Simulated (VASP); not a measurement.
# Si (Fd-3m) in VASP: a series of runs, part 2 of 2

VASP 6.6.1. Earlier steps stand in the parts before.

## 4. Single point, PBE

This run uses another cell than the first one, of 20.17 Å³/atom, 1.064 times its volume.

Contents of INCAR:

```
SYSTEM = Si
PREC     = Accurate       ! precision mode
ENCUT    = 520            ! plane-wave cutoff, eV
EDIFF    = 1E-7           ! SCF threshold, eV
ISMEAR   = 0              ! smearing method
SIGMA    = 0.01           ! smearing width, eV
LREAL    = .False.        ! projectors in reciprocal space
LASPH    = .True.         ! aspherical terms in the spheres
NELM     = 100            ! most SCF steps
ALGO     = Normal         ! electronic algorithm
ISIF     = 2              ! what is computed and relaxed
LWAVE    = .False.        ! write WAVECAR
LCHARG   = .True.         ! write CHGCAR
GGA      = PE             ! functional
LELF     = .True.         ! ELF
LVHAR    = .True.       
NBANDS   = 11             ! bands
```

Contents of KPOINTS:

```
Automatic mesh
0
Gamma
  8 8 8
  0 0 0
```

Contents of POSCAR:

```
Si
1.0
    0.0000000000      2.7221188951      2.7221188951
    2.7221188951      0.0000000000      2.7221188951
    2.7221188951      2.7221188951      0.0000000000
Si
2
Direct
    0.0000000000      0.0000000000      0.0000000000
    0.2500000000      0.2500000000      0.2500000000
```

Potentials or basis: VASP PAW PBE potentials, release 64 (Si).

The run is started by

```bash
$ cat potpaw_PBE.64/Si/POTCAR > POTCAR
$ mpirun -np 1 vasp_std > vasp.out
```

OUTCAR:

```text
SYSTEM = Si
   PREC = Accurate
   ENCUT = 520
   EDIFF = 1E-7
   ISMEAR = 0
   LREAL = .False.
   LASPH = .True.
   NELM = 100
   ISIF = 2
   GGA = PE

 ion  position               nearest neighbor table
   1  0.000  0.000  0.000-   2 2.36   2 2.36   2 2.36   2 2.36
   2  0.250  0.250  0.250-   1 2.36   1 2.36   1 2.36   1 2.36

  LATTYP: Found a face centered cubic cell.
 ALAT       =     5.4442377902

  Lattice vectors:

 A1 = (   0.0000000000,   2.7221188951,   2.7221188951)
 A2 = (   2.7221188951,   0.0000000000,   2.7221188951)
 A3 = (   2.7221188951,   2.7221188951,   0.0000000000)

Analysis of symmetry for initial positions (statically):
=====================================================================
 Subroutine PRICEL returns:
 Original cell was already a primitive cell.

 Routine SETGRP: Setting up the symmetry group for a
 face centered cubic supercell.

 Subroutine GETGRP returns: Found 48 space group operations
 (whereof 24 operations were pure point group operations)
 out of a pool of 48 trial point group operations.

The static configuration has the point symmetry T_d .
 The point group associated with its full space group is O_h .
[... 174 lines left out ...]
      3       5.7520      2.00000
      4       5.7520      2.00000
      5       8.3141      0.00000
      6       8.3141      0.00000
      7       8.3141      0.00000
      8       9.0400      0.00000
      9      13.4675      0.00000
     10      13.4675      0.00000
     11      13.6826      0.00000
[... 309 lines left out ...]
 k-point    24 :      -0.3750    0.2500    0.1250
  band No.  band energies     occupation
      1      -3.3063      2.00000
      2      -1.0036      2.00000
      3       2.3264      2.00000
      4       3.6120      2.00000
      5       8.8051      0.00000
      6       8.8891      0.00000
      7      11.6409      0.00000
      8      12.8505      0.00000
      9      13.1179      0.00000
     10      16.3079      0.00000
     11      17.4003      0.00000

 [... further k-points ...]

------------------------ aborting loop because EDIFF is reached ----------------------------------------

  FORCE on cell =-STRESS in cart. coord.  units (eV):
  Direction    XX          YY          ZZ          XY          YZ          ZX
  --------------------------------------------------------------------------------------
  -------------------------------------------------------------------------------------
  Total        0.3104152      0.3104152      0.3104152      0.0000000      0.0000000      0.0000000
  in kB       12.3282761     12.3282761     12.3282761      0.0000000      0.0000000      0.0000000
  external PRESSURE =      12.3282761 kB  Pullay stress =       0.0000000 kB

 VOLUME and BASIS-vectors are now :
 -----------------------------------------------------------------------------
  energy-cutoff  :      520.00
  volume of cell :       40.34
      direct lattice vectors                 reciprocal lattice vectors
     0.000000000  2.722118895  2.722118895    -0.183680441  0.183680441  0.183680441
     2.722118895  0.000000000  2.722118895     0.183680441 -0.183680441  0.183680441
     2.722118895  2.722118895  0.000000000     0.183680441  0.183680441 -0.183680441

 POSITION                                       TOTAL-FORCE (eV/Angst)
 -----------------------------------------------------------------------------------
      0.00000      0.00000      0.00000         0.000000      0.000000      0.000000
      1.36106      1.36106      1.36106        -0.000000     -0.000000     -0.000000
 -----------------------------------------------------------------------------------
    total drift:                               -0.000000     -0.000000     -0.000000

  FREE ENERGIE OF THE ION-ELECTRON SYSTEM (eV)
  ---------------------------------------------------
  free  energy   TOTEN  =       -10.8439783053 eV

  energy  without entropy=      -10.8439783053  energy(sigma->0) =      -10.84397831
```

stdout:

```text
POSCAR found type information on POSCAR Si
 POSCAR found :  1 types and       2 ions
 scaLAPACK will be used
 LDA part: xc-table for (Slater+PW92), standard interpolation
 POSCAR, INCAR and KPOINTS ok, starting setup
 FFT: planning ... GRIDC
 FFT: planning ... GRID_SOFT
 FFT: planning ... GRID
 WAVECAR not read
 entering main loop
```

Run time: 12 s. Hardware: 1 thread of Intel Xeon Platinum 8488C (Sapphire Rapids), shared host; peak memory 0.16 GiB.

Results:

```yaml
Free_energy: -10.8440 eV
Pressure: 1.2 GPa
Band_gap_on_the_k_mesh: 0.63 eV, indirect (least direct gap 2.56 eV)
```

Levels at points of the mesh, in eV from the valence-band top:
| k point | band 1 | band 2 | band 3 | band 4 | band 5 | band 6 | band 7 | band 8 |
| --- | --- | --- | --- | --- | --- | --- | --- | --- |
| (0.00, 0.00, 0.00) | -11.91 | 0.00 | 0.00 | 0.00 | 2.56 | 2.56 | 2.56 | 3.29 |
| (0.50, 0.00, 0.00) | -9.59 | -6.93 | -1.19 | -1.19 | 1.51 | 3.34 | 3.34 | 7.72 |
| (0.50, 0.50, 0.00) | -7.79 | -7.79 | -2.83 | -2.83 | 0.73 | 0.73 | 10.05 | 10.05 |

A k mesh can miss the band edges.

## 5. Single point, r2SCAN

This run uses another cell than the first one, of 20.17 Å³/atom, 1.064 times its volume.

POSCAR is that of step 4.

Contents of INCAR.step1:

```
SYSTEM = Si
  ALGO = Normal
  EDIFF = 1E-4
  ENCUT = 520
  GGA = PE
  ISMEAR = 0
  LASPH = .True.
  LCHARG = .False.
  LREAL = .False.
  LWAVE = .True.
  NBANDS = 11
  NELM = 80
  PREC = Accurate
  SIGMA = 0.01
```

Contents of INCAR.step2:

```
SYSTEM = Si
  ALGO = Normal
  EDIFF = 1E-7
  ENCUT = 520
  ISIF = 2
  ISMEAR = 0
  ISTART = 1
  LASPH = .True.
  LCHARG = .True.
  LELF = .True.
  LMIXTAU = .True.
  LREAL = .False.
  LVHAR = .True.
  LWAVE = .False.
  METAGGA = R2SCAN
  NBANDS = 11
  NELM = 80
  PREC = Accurate
  SIGMA = 0.01
```

Contents of KPOINTS:

```
k-points
0
Gamma
  6 6 6
  0 0 0
```

The run is started by

```bash
$ cat potpaw_PBE.64/Si/POTCAR > POTCAR
$ cp INCAR.step1 INCAR
$ mpirun -np 1 vasp_std > vasp.out
$ cp INCAR.step2 INCAR
$ mpirun -np 1 vasp_std > vasp.out
```

Wall time 23 s (1 thread of Intel Xeon Platinum 8488C (Sapphire Rapids), shared host); peak memory 0.16 GiB.

The run converged. Its results:

| Item | Value |
| --- | --- |
| Free energy | -17.5290 eV |
| Pressure | -0.2 GPa |
| Band gap on the k mesh | 0.93 eV, indirect (least direct gap 2.75 eV) |

Levels at points of the mesh, in eV from the valence-band top:
| k point | band 2 | band 3 | band 4 | band 5 | band 6 | band 7 |
| --- | --- | --- | --- | --- | --- | --- |
| (0.00, 0.00, 0.00) | 0.00 | 0.00 | 0.00 | 2.75 | 2.75 | 2.75 |
| (0.50, 0.00, 0.00) | -7.23 | -1.27 | -1.27 | 1.86 | 3.59 | 3.59 |
| (0.50, 0.50, 0.00) | -8.13 | -2.99 | -2.99 | 0.93 | 0.93 | 10.81 |

Caveat: the PAW data sets were made with another functional, which shifts forces and pressure a little. A k mesh can miss the band edges.

## 6. Single point, r2SCAN (volume changed by +3%)

Contents of POSCAR:

```
Si
1.0
    0.0000000000      2.7490723202      2.7490723202
    2.7490723202      0.0000000000      2.7490723202
    2.7490723202      2.7490723202      0.0000000000
Si
2
Direct
    0.0000000000      0.0000000000      0.0000000000
    0.2500000000      0.2500000000      0.2500000000
```

Contents of INCAR.step1:

```
  PREC = Accurate
  ENCUT = 520
  ISMEAR = 0
  SIGMA = 0.01
  LREAL = False
  LASPH = True
  NELM = 60
  NBANDS = 11
  GGA = PE
  ALGO = Normal
  EDIFF = 1E-4
  LWAVE = True
  LCHARG = False
```

Contents of INCAR.step2:

```
  PREC = Accurate
  ENCUT = 520
  EDIFF = 1E-7
  ISMEAR = 0
  SIGMA = 0.01
  LREAL = False
  LASPH = True
  NELM = 60
  ALGO = Normal
  ISIF = 2
  LWAVE = False
  LCHARG = False
  METAGGA = R2SCAN
  LMIXTAU = True
  NBANDS = 11
  ISTART = 1
```

Contents of KPOINTS:

```
regular mesh
0
Gamma
  6 6 6
```

Potentials or basis: VASP PAW PBE potentials, release 64 (Si).

The run is started by

```bash
$ cat potpaw_PBE.64/Si/POTCAR > POTCAR
$ cp INCAR.step1 INCAR
$ mpirun -np 1 vasp_std > vasp.out
$ cp INCAR.step2 INCAR
$ mpirun -np 1 vasp_std > vasp.out
```

Wall time 23 s (1 thread of Intel Xeon Platinum 8488C (Sapphire Rapids), shared host); peak memory 0.15 GiB.

It converged, with:

```yaml
Free_energy: -17.5172 eV
Pressure: -2.9 GPa
Band_gap_on_the_k_mesh: 0.97 eV, indirect (least direct gap 2.74 eV)
```

Levels at points of the mesh, in eV from the valence-band top:
```
           k point  band 1  band 2  band 3  band 4  band 5  band 6  band 7  band 8  band 9
(0.00, 0.00, 0.00)  -12.27    0.00    0.00    0.00    2.74    2.74    2.74    3.54    8.11
(0.50, 0.00, 0.00)   -9.91   -7.09   -1.24   -1.24    1.74    3.60    3.60    8.27   11.06
(0.50, 0.50, 0.00)   -8.04   -8.04   -2.91   -2.91    0.99    0.99   10.55   10.55   11.50
```

Caveat: the cell differs from its parent crystal (volume changed by +3%); the PAW data sets were made with another functional, which shifts forces and pressure a little.

## 7. Overview

| level | cell | k mesh | gap on the mesh (eV) | pressure (GPa) |
| --- | --- | --- | --- | --- |
| r2SCAN | a = 3.771 Å, angles 60.0°, 2 atoms | 6 × 6 × 6 | 0.81 | 6.7 |
| r2SCAN | a = 3.811 Å, angles 60.0°, 2 atoms | 6 × 6 × 6 | 0.87 | 3.0 |
| PBE | a = 3.850 Å, angles 60.0°, 2 atoms | 8 × 8 × 8 | 0.63 | 1.2 |
| r2SCAN | a = 3.850 Å, angles 60.0°, 2 atoms | 6 × 6 × 6 | 0.93 | -0.2 |
| r2SCAN | a = 3.888 Å, angles 60.0°, 2 atoms | 6 × 6 × 6 | 0.97 | -2.9 |

Alike in all rows: task single point; potentials or basis VASP PAW PBE potentials, release 64 (Si); no spin polarisation; cutoff (eV) 520; smearing gaussian 0.01 eV.

Caveats: the PAW data sets were made with another functional, which shifts forces and pressure a little (some runs).

Total energies depend on the potentials used, so only differences within one code and one set of settings carry meaning.
